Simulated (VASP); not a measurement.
# P (Fd-3m) in VASP: electric field gradients with PBE

Aim: the electric field gradients of P with PBE.

Everything below comes from runs of VASP 6.6.1. Logs are shortened: lines on timing, memory, paths and dates and some standing lists are left out, and cuts for length are marked.

## 1. The cell of the first run

Symmetry: Fd-3m, No. 227, cubic system. Conventional cell: a = 5.313 Å, b = 5.313 Å, c = 5.313 Å, α = 90.00°, β = 90.00°, γ = 90.00°. P (site symmetry -43m) has 4 P at 2.30 Å within 3.0 Å.

This isn't the form of P at room conditions, which is orthorhombic.

## 2. Electric field gradients, PBE

File INCAR:

```
SYSTEM = P
PREC = Accurate
ENCUT = 520
EDIFF = 1E-8
ISMEAR = -1
SIGMA = 0.05
LREAL = .False.
LASPH = .True.
NELM = 100
ALGO = Normal
ISIF = 2
LWAVE = .False.
LCHARG = .False.
GGA = PE
LEFG = .True.
NBANDS = 12
```

File KPOINTS:

```
regular mesh
0
Gamma
  10 10 10
  0 0 0
```

File POSCAR:

```
P
1.0
    0.0000000000      2.6566464230      2.6566464230
    2.6566464230      0.0000000000      2.6566464230
    2.6566464230      2.6566464230      0.0000000000
P
2
Direct
   -0.1250000000     -0.1250000000     -0.1250000000
    0.1250000000      0.1250000000      0.1250000000
```

Potentials or basis: VASP PAW PBE potentials, release 64 (P).

Command:

```
cat potpaw_PBE.64/P/POTCAR > POTCAR
mpirun -np 1 vasp_std > vasp.out
```

OUTCAR:

```text
SYSTEM = P
   PREC = Accurate
   ENCUT = 520
   EDIFF = 1E-8
   ISMEAR = -1
   LREAL = .False.
   LASPH = .True.
   NELM = 100
   ISIF = 2
   GGA = PE

 ion  position               nearest neighbor table
   1  0.875  0.875  0.875-   2 2.30   2 2.30   2 2.30   2 2.30
   2  0.125  0.125  0.125-   1 2.30   1 2.30   1 2.30   1 2.30

  LATTYP: Found a face centered cubic cell.
 ALAT       =     5.3132928460

  Lattice vectors:

 A1 = (   0.0000000000,   2.6566464230,   2.6566464230)
 A2 = (   2.6566464230,   0.0000000000,   2.6566464230)
 A3 = (   2.6566464230,   2.6566464230,   0.0000000000)

Analysis of symmetry for initial positions (statically):
=====================================================================
 Subroutine PRICEL returns:
 Original cell was already a primitive cell.

 Routine SETGRP: Setting up the symmetry group for a
 face centered cubic supercell.

 Subroutine GETGRP returns: Found 48 space group operations
 (whereof 12 operations were pure point group operations)
 out of a pool of 48 trial point group operations.

The static configuration has the point symmetry D_3d.
 The point group associated with its full space group is O_h .

Analysis of symmetry for dynamics (positions and initial velocities):
=====================================================================
 Subroutine PRICEL returns:
 Original cell was already a primitive cell.

 Routine SETGRP: Setting up the symmetry group for a
 face centered cubic supercell.

 Subroutine GETGRP returns: Found 48 space group operations
 (whereof 12 operations were pure point group operations)
 out of a pool of 48 trial point group operations.

The dynamic configuration has the point symmetry D_3d.
 The point group associated with its full space group is O_h .

 Subroutine INISYM returns: Found 48 space group operations
 (whereof 12 operations are pure point group operations),
 and found     1 'primitive' translations

----------------------------------------------------------------------------------------

                                     Primitive cell

  volume of cell :      37.5000

  direct lattice vectors                    reciprocal lattice vectors
     0.000000000  2.656646423  2.656646423    -0.188207206  0.188207206  0.188207206
[... 139 lines left out ...]
 fundamental gap:      0.1167518560
 Fermi energy:         6.9147903254

 k-point     1 :       0.0000    0.0000    0.0000
  band No.  band energies     occupation
      1      -8.8147      2.00000
      2       3.6769      2.00000
      3       3.6769      2.00000
      4       3.6769      2.00000
      5       4.3261      2.00000
      6       6.9469      0.68959
      7       6.9469      0.68959
      8       6.9469      0.68959
      9      13.1832      0.00000
     10      13.6718      0.00000
     11      13.6718      0.00000
     12      17.3751      0.00000
[... 331 lines left out ...]
 k-point    24 :       0.4000    0.3000    0.0000
  band No.  band energies     occupation
      1      -6.7778      2.00000
      2      -2.6256      2.00000
      3       1.2313      2.00000
      4       1.5417      2.00000
      5       5.7489      2.00000
      6       6.9486      0.67409
      7      10.8820      0.00000
      8      11.2288      0.00000
      9      13.9597      0.00000
     10      16.2818      0.00000
     11      16.7707      0.00000
     12      18.0713      0.00000

 [... further k-points ...]

------------------------ aborting loop because EDIFF is reached ----------------------------------------

  FORCE on cell =-STRESS in cart. coord.  units (eV):
  Direction    XX          YY          ZZ          XY          YZ          ZX
  --------------------------------------------------------------------------------------
  -------------------------------------------------------------------------------------
  Total        1.0397643      1.0397643      1.0397643     -0.0000000     -0.0000000      0.0000000
  in kB       44.4236466     44.4236466     44.4236466     -0.0000000     -0.0000000      0.0000000
  external PRESSURE =      44.4236466 kB  Pullay stress =       0.0000000 kB

 VOLUME and BASIS-vectors are now :
 -----------------------------------------------------------------------------
  energy-cutoff  :      520.00
  volume of cell :       37.50
      direct lattice vectors                 reciprocal lattice vectors
     0.000000000  2.656646423  2.656646423    -0.188207206  0.188207206  0.188207206
     2.656646423  0.000000000  2.656646423     0.188207206 -0.188207206  0.188207206
     2.656646423  2.656646423  0.000000000     0.188207206  0.188207206 -0.188207206

 POSITION                                       TOTAL-FORCE (eV/Angst)
 -----------------------------------------------------------------------------------
      4.64913      4.64913      4.64913         0.000000      0.000000     -0.000000
      0.66416      0.66416      0.66416        -0.000000     -0.000000      0.000000
 -----------------------------------------------------------------------------------
    total drift:                               -0.000000     -0.000000     -0.000000

  FREE ENERGIE OF THE ION-ELECTRON SYSTEM (eV)
  ---------------------------------------------------
  free  energy   TOTEN  =        -9.6023661292 eV

  energy  without entropy=       -9.5918429752  energy(sigma->0) =       -9.59710455

 Electric field gradients (V/A^2)
---------------------------------------------------------------------
 ion       V_xx      V_yy      V_zz      V_xy      V_xz      V_yz
---------------------------------------------------------------------
   1      -0.000     0.000    -0.000    -0.000    -0.000    -0.000
   2      -0.000     0.000    -0.000    -0.000    -0.000    -0.000
---------------------------------------------------------------------

 Electric field gradients after diagonalization (V/A^2)
 (convention: |V_zz| > |V_xx| > |V_yy|)
----------------------------------------------------------------------
 ion       V_xx      V_yy      V_zz     asymmetry (V_yy - V_xx)/ V_zz
----------------------------------------------------------------------
   1       0.000     0.000    -0.000       0.000
   2       0.000     0.000    -0.000       0.000
----------------------------------------------------------------------

           NMR quadrupolar parameters

 Cq : quadrupolar parameter    Cq=e*Q*V_zz/h
 eta: asymmetry parameters     (V_yy - V_xx)/ V_zz
 Q  : nuclear electric quadrupole moment in mb (millibarn)
----------------------------------------------------------------------
 ion       Cq(MHz)       eta       Q (mb)
----------------------------------------------------------------------
   1      -0.000       0.000       1.000
   2      -0.000       0.000       1.000
----------------------------------------------------------------------
```

stdout:

```text
POSCAR found type information on POSCAR P
 POSCAR found :  1 types and       2 ions
 scaLAPACK will be used
 LDA part: xc-table for (Slater+PW92), standard interpolation
 POSCAR, INCAR and KPOINTS ok, starting setup
 FFT: planning ... GRIDC
 FFT: planning ... GRID_SOFT
 FFT: planning ... GRID
 WAVECAR not read
 entering main loop
ion   1

ion   2
```

Run time: 35 s. Hardware: 1 thread of AMD EPYC 7R13, shared host; peak memory 0.12 GiB.

What came out:

| Quantity | Value |
| --- | --- |
| Free energy | -9.6024 eV |
| Pressure | 4.4 GPa |
| Band gap on the k mesh | zero (bands 5 and 6 overlap by 2.43 eV) |
| Largest electric field gradient by atom | zero within the noise of the run |

Levels at points of the mesh, in eV from the Fermi level:
```tsv
k point	band 1	band 2	band 3	band 4	band 5	band 6	band 7	band 8	band 9	band 10
(0.00, 0.00, 0.00)	-15.73	-3.24	-3.24	-3.24	-2.59	0.03	0.03	0.03	6.27	6.76
(0.50, 0.00, 0.00)	-13.67	-10.34	-4.36	-4.36	-2.17	1.29	1.29	6.14	8.67	9.15
(0.50, 0.50, 0.00)	-11.82	-11.82	-5.77	-5.77	-1.32	-1.32	6.42	6.42	9.34	9.34
```

Caveat: the cell stands under pressure.
